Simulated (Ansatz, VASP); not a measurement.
# Si4F in VASP and in Ansatz

Contents of INCAR:

```
SYSTEM = Si4F
PREC = Accurate ; ENCUT = 520
EDIFF = 1E-6 ; ISMEAR = 0
SIGMA = 0.05 ; LREAL = .FALSE.
LASPH = .TRUE. ; NELM = 150
ALGO = Normal ; ISIF = 2
LWAVE = .FALSE. ; LCHARG = .FALSE.
ISPIN = 2 ; MAGMOM = 0 0 0 0 1
LORBIT = 11 ; LDIPOL = .TRUE.
IDIPOL = 3 ; DIPOL = 0.5 0.5 0.326
GGA = PE ; IVDW = 12
NBANDS = 24
```

The input KPOINTS:

```
Automatic mesh
0
G
  9 9 1
  0 0 0
```

Contents of POSCAR:

```
Si4F
1.0
    3.8333442603      0.0000000000      0.0000000000
   -1.9166721302      3.3197735109      0.0000000000
    0.0000000000      0.0000000000     20.9083834853
Si F
4 1
Direct
    0.3333333333      0.6666666667      0.1913108205
    0.0000000000      0.0000000000      0.2287349533
    0.0000000000      0.0000000000      0.3468742271
    0.6666666667      0.3333333333      0.3782398334
    0.6666666667      0.3333333333      0.4834607846
```

Input for Ansatz:

```yaml
crystal:
  lattice:
    - [3.8333442603, 0.0, 0.0]
    - [-1.9166721302, 3.3197735109, 0.0]
    - [0.0, 0.0, 20.9083834853]
  atoms:
    - { symbol: Si, position: [0.3333333333, 0.6666666667, 0.1913108205] }
    - { symbol: Si, position: [0.0, 0.0, 0.2287349533] }
    - { symbol: Si, position: [0.0, 0.0, 0.3468742271] }
    - { symbol: Si, position: [0.6666666667, 0.3333333333, 0.3782398334] }
    - { symbol: F, position: [0.6666666667, 0.3333333333, 0.4834607846], spin: 1.0 }
basis:
  ecutwfc: 420
kpoints:
  mp_grid: { grid: [9, 9, 1] }
hamiltonian:
  xc: pbe
  pseudopotentials: { kind: paw, azcp: { folder: soft_1 } }
  dispersion: d3bj
scf:
  occupations: { method: gaussian, width: 0.05 }
output:
  forces: true
  eigenvalues: true
  populations: true
magnetization:
  spin_polarized: true
efield:
  axis: 3
  dipole_correction: true
  ramp_width: 0.04
```

Alike in both runs: task single point; functional PBE; dispersion D3(BJ); k mesh 9 × 9 × 1; occupations gaussian, width 0.05 eV; collinear spin.

```csv
,VASP,Ansatz
version,VASP 6.6.1,Ansatz 0.2.0
potentials or method,"VASP PAW PBE potentials, release 64 (Si, F), cutoff 520 eV","scalar-relativistic, plane waves, PAW"
valence electrons in the cell,23,23
```

|  | VASP | Ansatz | Ansatz less VASP |
| --- | --- | --- | --- |
| gap on the k mesh at the Fermi level (eV) | 0.14 | 0.14 | -0.001 |
| least direct gap on the mesh (eV) | 0.14 | 0.14 | -0.001 |
| rms of the force components (eV/Å) | 1.508 | 1.518 | +0.0100 |
| net moment per atom (μB) | 0.20 | 0.20 | 0.000 |

Atom by atom the forces differ by 0.011 eV/Å (rms over components).
